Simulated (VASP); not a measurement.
# Al (P6_3/mmc) in VASP: further runs, part 2 of 2

VASP 6.6.1. The steps go on from the part before.

## Step 4: Single point, PBE

Contents of INCAR:

```
PREC = Accurate
ENCUT = 520
EDIFF = 1E-6
ISMEAR = 0
SIGMA = 0.1
LREAL = F
LASPH = T
NELM = 80
ALGO = Normal
ISIF = 2
LWAVE = F
LCHARG = T
GGA = PE
LELF = T
LVHAR = T
NBANDS = 14
```

Contents of KPOINTS:

```
regular mesh
0
Gamma
  12 12 4
```

Contents of POSCAR:

```
Al
1.0
    2.8543223330      0.0000000000      0.0000000000
   -1.4271611665      2.4719156509      0.0000000000
    0.0000000000      0.0000000000      9.3831925853
Al
4
Direct
    0.0000000000      0.0000000000      0.0000000000
    0.3333333333      0.6666666667      0.2500000000
    0.0000000000      0.0000000000      0.5000000000
    0.6666666667      0.3333333333      0.7500000000
```

Potentials or basis: VASP PAW PBE potentials, release 64 (Al).

The run is started by

```
$ cat potpaw_PBE.64/Al/POTCAR > POTCAR
$ mpirun -np 1 vasp_std > vasp.out
```

OUTCAR:

```text
PREC = Accurate
   ENCUT = 520
   EDIFF = 1E-6
   ISMEAR = 0
   LREAL = F
   LASPH = T
   NELM = 80
   ISIF = 2
   GGA = PE

 ion  position               nearest neighbor table
   1  0.000  0.000  0.000-   2 2.87   4 2.87   2 2.87   4 2.87   4 2.87   2 2.87
   2  0.333  0.667  0.250-   1 2.87   3 2.87   1 2.87   3 2.87   1 2.87   3 2.87
   3  0.000  0.000  0.500-   2 2.87   4 2.87   2 2.87   4 2.87   4 2.87   2 2.87
   4  0.667  0.333  0.750-   1 2.87   3 2.87   1 2.87   3 2.87   1 2.87   3 2.87

  LATTYP: Found a hexagonal cell.
 ALAT       =     2.8543223330
 C/A-ratio  =     3.2873626348

  Lattice vectors:

 A1 = (   2.8543223330,   0.0000000000,   0.0000000000)
 A2 = (  -1.4271611665,   2.4719156509,   0.0000000000)
 A3 = (   0.0000000000,   0.0000000000,   9.3831925853)

Analysis of symmetry for initial positions (statically):
=====================================================================
 Subroutine PRICEL returns:
 Original cell was already a primitive cell.

 Routine SETGRP: Setting up the symmetry group for a
 hexagonal supercell.

 Subroutine GETGRP returns: Found 24 space group operations
 (whereof 12 operations were pure point group operations)
 out of a pool of 24 trial point group operations.

The static configuration has the point symmetry D_3d.
 The point group associated with its full space group is D_6h.

Analysis of symmetry for dynamics (positions and initial velocities):
=====================================================================
 Subroutine PRICEL returns:
 Original cell was already a primitive cell.

 Routine SETGRP: Setting up the symmetry group for a
 hexagonal supercell.

 Subroutine GETGRP returns: Found 24 space group operations
 (whereof 12 operations were pure point group operations)
 out of a pool of 24 trial point group operations.

The dynamic configuration has the point symmetry D_3d.
 The point group associated with its full space group is D_6h.
[... 128 lines left out ...]
   GGA     = PE    functional components
   LHFCALC =     F    Hartree Fock is set to
   AEXX    =    0.0000 exact exchange contribution
   IVDW    =     0    specifies the selected vdW correction
   LEPSILON=     F    determine dielectric tensor
   LRPA    =     F    only Hartree local field effects (RPA)
 non-spin polarized calculation
 Gauss-broadening in eV      SIGMA  =   0.10
  energy-cutoff  :      520.00
  volume of cell :       66.20
 maximum number of plane-waves:      1799
 NGX is ok and might be reduce to    24
   NGX = 11   NGY = 11   NGZ = 35

 number of electron      12.0000000 magnetization

 Free energy of the ion-electron system (eV)
  ---------------------------------------------------
  ext. energy  EPLUGINS =         0.00000000
  ---------------------------------------------------
  free energy    TOTEN  =       -14.92772890 eV

  energy without entropy =      -14.91843125  energy(sigma->0) =      -14.92308008

 E-fermi :   7.9505     XC(G=0): -10.1865

 val. band max:        7.9441806219   @ k =   0.3333   0.0833   0.0000
 cond. band min:       7.9669400788   @ k =   0.2500   0.2500   0.2500
 fundamental gap:      0.0227594569
 Fermi energy:         7.9505114025

 k-point     1 :       0.0000    0.0000    0.0000
  band No.  band energies     occupation
      1      -3.1468      2.00000
      2      -1.4767      2.00000
      3      -1.4734      2.00000
      4       3.3541      2.00000
      5       3.5101      2.00000
      6      11.2755      0.00000
      7      11.2872      0.00000
      8      18.7044      0.00000
      9      18.7044      0.00000
     10      18.8969      0.00000
     11      18.8969      0.00000
     12      19.8729      0.00000
     13      19.8756      0.00000
     14      20.0857      0.00000
[... 377 lines left out ...]
      1      -0.3776      2.00000
      2       0.4443      2.00000
      3       2.0714      2.00000
      4       4.4600      2.00000
      5       7.1299      2.00000
      6       7.7512      1.99517
      7       8.3988      0.00000
      8       9.7495      0.00000
      9      11.6252      0.00000
     10      12.0508      0.00000
     11      14.2870      0.00000
     12      14.7590      0.00000
     13      15.0056      0.00000
     14      15.4429      0.00000

 [... further k-points ...]
[... 5 lines left out ...]
  --------------------------------------------------------------------------------------
  -------------------------------------------------------------------------------------
  Total        0.1896161      0.1896161     -0.4679145      0.0000000      0.0000000      0.0000000
  in kB        4.5887943      4.5887943    -11.3237381      0.0000000      0.0000000      0.0000000
  external PRESSURE =      -0.7153832 kB  Pullay stress =       0.0000000 kB

 VOLUME and BASIS-vectors are now :
 -----------------------------------------------------------------------------
  energy-cutoff  :      520.00
  volume of cell :       66.20
      direct lattice vectors                 reciprocal lattice vectors
     2.854322333  0.000000000  0.000000000     0.350345856  0.202272274  0.000000000
    -1.427161166  2.471915651  0.000000000     0.000000000  0.404544548  0.000000000
     0.000000000  0.000000000  9.383192585     0.000000000  0.000000000  0.106573535

 POSITION                                       TOTAL-FORCE (eV/Angst)
 -----------------------------------------------------------------------------------
      0.00000      0.00000      0.00000        -0.000000      0.000000     -0.000000
     -0.00000      1.64794      2.34580        -0.000000      0.000000      0.000000
      0.00000      0.00000      4.69160        -0.000000      0.000000     -0.000000
      1.42716      0.82397      7.03739         0.000000      0.000000     -0.000000
 -----------------------------------------------------------------------------------
    total drift:                               -0.000000      0.000000      0.000000

  FREE ENERGIE OF THE ION-ELECTRON SYSTEM (eV)
  ---------------------------------------------------
  free  energy   TOTEN  =       -14.9277289037 eV

  energy  without entropy=      -14.9184312504  energy(sigma->0) =      -14.92308008
```

stdout:

```text
POSCAR found type information on POSCAR Al
 POSCAR found :  1 types and       4 ions
 scaLAPACK will be used
 LDA part: xc-table for (Slater+PW92), standard interpolation
 POSCAR, INCAR and KPOINTS ok, starting setup
 FFT: planning ... GRIDC
 FFT: planning ... GRID_SOFT
 FFT: planning ... GRID
 WAVECAR not read
 entering main loop
```

It took 45 s on 1 thread of Intel Xeon 8259CL, shared host; peak memory 0.2 GiB.

What came out:

| Quantity | Value |
| --- | --- |
| Free energy | -14.9277 eV |
| Pressure | -0.1 GPa |
| Band gap on the k mesh | zero (bands 6 and 7 overlap by 5.06 eV) |

Levels at points of the mesh, in eV from the Fermi level:
| k point | band 4 | band 5 | band 6 | band 7 | band 8 | band 9 |
| --- | --- | --- | --- | --- | --- | --- |
| (0.00, 0.00, 0.00) | -4.60 | -4.44 | 3.32 | 3.34 | 10.75 | 10.75 |
| (0.50, 0.00, 0.00) | -3.80 | -3.30 | -3.21 | 0.85 | 1.26 | 1.31 |
| (0.00, 0.00, 0.50) | -7.36 | -0.93 | -0.93 | 8.15 | 8.15 | 11.07 |
| (0.50, 0.00, 0.50) | -4.73 | -1.83 | -1.83 | -1.19 | -1.19 | 4.51 |

## Step 5: Relaxation of cell and atoms, PBE

This run uses another cell than the first one, of 15.90 Å³/atom.

Contents of INCAR:

```
PREC     = Accurate       # precision mode
ENCUT    = 600            # plane-wave cutoff, eV
EDIFF    = 1E-6           # SCF threshold, eV
ISMEAR   = 0              # smearing method
SIGMA    = 0.1            # smearing width, eV
LREAL    = False          # projectors in reciprocal space
LASPH    = True           # aspherical terms in the spheres
NELM     = 100            # most SCF steps
ALGO     = Fast           # electronic algorithm
ISIF     = 3              # what is computed and relaxed
LWAVE    = False          # write WAVECAR
LCHARG   = False          # write CHGCAR
GGA      = PE             # functional
IBRION   = 2              # ionic algorithm
NSW      = 100            # ionic steps
EDIFFG   = -0.005         # ionic threshold
```

Contents of KPOINTS:

```
regular mesh
0
Gamma
  18 18 6
```

Contents of POSCAR:

```
Al
1.0
    2.8270770242      0.0000000000      0.0000000000
   -1.4135385121      2.4483205214      0.0000000000
    0.0000000000      0.0000000000      9.1859930700
Al
4
Direct
    0.0000000000      0.0000000000      0.0000000000
    0.3333333300      0.6666666700      0.2500000000
    0.0000000000      0.0000000000      0.5000000000
    0.6666666700      0.3333333300      0.7500000000
```

The run is started by

```
$ cat potpaw_PBE.64/Al/POTCAR > POTCAR
$ mpirun -np 1 vasp_std > vasp.out
```

Wall time 6.9 min (1 thread of Intel Xeon 8259CL, shared host); peak memory 0.27 GiB.

The run converged. Its results:

```
Free energy                           : -14.9381 eV
Relaxed volume                        : 16.54 Å³/atom
Relaxed cell                          : a = 2.854 Å, b = 2.854 Å, c = 9.380 Å, α = 90.00°, β = 90.00°, γ = 120.00°
Space group after relaxing (to 0.1 Å) : P6_3/mmc (No. 194)
Energy gained by relaxing             : 7.0 meV/atom
Ionic steps                           : 9
Pressure after relaxing               : 0.0 GPa
Band gap on the k mesh                : zero (bands 6 and 7 overlap by 5.38 eV)
```

Step by step:
```
step  energy change (eV)  largest force (eV/Å)  pressure (GPa)  volume (Å³)
   1              0.0000                0.0000            3.38        63.58
   2             -0.0262                0.0000           -0.63        66.72
   3             -0.0272                0.0000           -0.04        66.20
   4             -0.0271                0.0000           -0.10        66.26
   5             -0.0278                0.0000           -0.09        66.25
   6             -0.0280                0.0000           -0.07        66.24
   7             -0.0281                0.0000           -0.08        66.24
   8             -0.0281                0.0000           -0.08        66.24
   9             -0.0281                0.0000            0.03        66.15
```

Final structure:
```yaml
crystal:
  lattice:
    - [2.85373, 0.00000, 0.00000]
    - [-1.42687, 2.47141, 0.00000]
    - [0.00000, 0.00000, 9.37993]
  atoms:
    - { symbol: Al, position: [0.00000, 0.00000, 0.00000] }
    - { symbol: Al, position: [0.33333, 0.66667, 0.25000] }
    - { symbol: Al, position: [0.00000, 0.00000, 0.50000] }
    - { symbol: Al, position: [0.66667, 0.33333, 0.75000] }
```

Levels at points of the mesh, in eV from the Fermi level:
```
           k point  band 4  band 5  band 6  band 7  band 8  band 9
(0.00, 0.00, 0.00)   -4.61   -4.45    3.32    3.33   10.75   10.75
(0.50, 0.00, 0.00)   -3.82   -3.32   -3.22    0.83    1.25    1.29
(0.00, 0.00, 0.50)   -7.38   -0.95   -0.95    8.15    8.15   11.06
(0.50, 0.00, 0.50)   -4.75   -1.85   -1.85   -1.20   -1.20    4.50
```

## Step 6: The runs side by side

```tsv
task	cell	k mesh	cutoff (eV)	gap on the mesh (eV)	pressure (GPa)
single point	a = 2.854, b = 2.854, c = 9.383 Å, angles 90.0, 90.0, 120.0°, 4 atoms	12 × 12 × 4	520	none	-0.1
single point	a = 2.827, b = 2.827, c = 9.186 Å, angles 90.0, 90.0, 120.0°, 4 atoms	6 × 6 × 2	520	none	3.5
relaxation of cell and atoms	relaxed from a = 2.827, b = 2.827, c = 9.186 Å, angles 90.0, 90.0, 120.0°, 4 atoms	18 × 18 × 6	600	none	0.0
```

Alike in all rows: level PBE; potentials or basis VASP PAW PBE potentials, release 64 (Al); no spin polarisation; smearing gaussian 0.1 eV.

Caveats: some runs use coarse meshes.

Total energies depend on the potentials used, so only differences within one code and one set of settings carry meaning.
